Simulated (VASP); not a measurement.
Here is a VASP 6.6.1 calculation.

INCAR

```
  ALGO = Normal
  EDIFF = 1E-6
  ENCUT = 520
  GGA = PE
  ISIF = 2
  ISMEAR = -1
  IVDW = 12
  LASPH = True
  LCHARG = False
  LREAL = Auto
  LWAVE = False
  NBANDS = 63
  NELM = 60
  PREC = Accurate
  SIGMA = 0.02
```

File KPOINTS:

```
k-points
0
Gamma
  1 1 1
```

POSCAR

```
H10C6O
1.0
    7.2380700000      0.0000000000      0.0000000000
    0.0000000000      7.2380700000      0.0000000000
    0.0000000000      0.0000000000      7.2380700000
C O H
12 2 20
Direct
    0.0227961321      0.5512242905      0.1387662733
    0.1873842060      0.4676522885      0.2493344220
    0.5351564713      0.0863075378      0.3872026659
    0.7065695690      0.0470981905      0.2738022705
    0.8247778759      0.8667227590      0.8422272788
    0.6706345752      0.9261032292      0.8282318353
    0.2589087975      0.0711791956      0.9961495260
    0.2128053473      0.1796335211      0.8796129355
    0.7257045041      0.3948013766      0.7588348828
    0.7297387287      0.4308192654      0.6021632839
    0.2542252285      0.6950747920      0.6426575040
    0.3061313306      0.6474377838      0.7947975082
    0.3568354548      0.4682463695      0.1713716502
    0.7347538778      0.2148224596      0.1456603763
    0.4283047829      0.3801427729      0.2388067537
    0.1887657898      0.5667671078      0.3747545962
    0.1552761993      0.3211353303      0.2765101747
   -0.1051523403      0.4989451608      0.1899263201
    0.0078059483      0.7031570571      0.2069336163
    0.0472639806      0.5555486476     -0.0106381950
    0.8041784619      0.1519465824      0.0551666397
    0.8420891204      0.0517403120      0.3360840666
    0.6897280629     -0.0646857519      0.1852013037
    0.4895503912     -0.0385738187      0.4589759425
    0.5675269789      0.2077487507      0.4772404799
    0.4219633134      0.1509103946      0.2903950915
    0.5369387143      0.9777468303      0.8565819341
    0.9670533720      0.8278311760      0.8481404573
    0.1768289060      0.3048879052      0.8055462299
    0.2953273455     -0.0193283569      1.1029321352
    0.7432091704      0.5252781474      0.4744634965
    0.7077439152      0.3781947398      0.8997426109
    0.3406156614      0.5573723382      0.9168466180
    0.1909625080      0.7330407139      0.5158971936
```

Potentials or basis: VASP PAW PBE potentials, release 64 (C, O, H).

Command:

```console
$ cat potpaw_PBE.64/C/POTCAR potpaw_PBE.64/O/POTCAR potpaw_PBE.64/H/POTCAR > POTCAR
$ mpirun -np 1 vasp_gam > vasp.out
```

Task: What does it give for the dispersion energy per atom?

Result: -0.050 eV.

Task: What does it give for the pressure?

Result: 2.2 GPa.

Task: Estimate the band gap on the k mesh.

Result: 4.94 eV.

Task: What does it give for the largest force?

Result: 7.702 eV/Å.

Stress tensor (GPa, compression positive):
```
 2.28  0.26 -0.70
 0.26 -0.62 -0.34
-0.70 -0.34  4.90
```

Caveat: the k points lie up to 0.87 Å⁻¹ apart.
